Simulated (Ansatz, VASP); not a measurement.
**Two plane-wave programs on LiF**

```
Li F
1.0
     0.00000    1.96768    1.96768
     1.96768    0.00000    1.96768
     1.96768    1.96768    0.00000
Li F
1 1
Direct
  0.00000 0.00000 0.00000
  0.50000 0.50000 0.50000
```

Alike in both runs: functional r2SCAN; k mesh 12 × 12 × 12; occupations fermi-dirac, width 0.02 eV; no spin polarisation.

Ansatz relaxed the structure, and its values are those at the end. VASP's run is a single point on that final structure, the one shown.

|  | VASP | Ansatz |
| --- | --- | --- |
| version | VASP 6.6.1 | Ansatz 0.2.0 |
| potentials or method | VASP PAW PBE potentials, release 64 (Li_sv, F), cutoff 520 eV | PAW plane waves |
| valence electrons in the cell | 10 | 10 |

VASP gave:

- gap on the k mesh at the Fermi level (eV): 10.97

Estimate Ansatz's values.

gap on the k mesh at the Fermi level (eV): 10.75.

VASP's potentials were made for PBE, not for r2SCAN. With one functional, cell and mesh, what is left measures potentials, basis and numerics. Ansatz's warnings: stress scf threshold loose.

Noted on VASP's run: the cutoff is short for stress, so the pressure is rough.
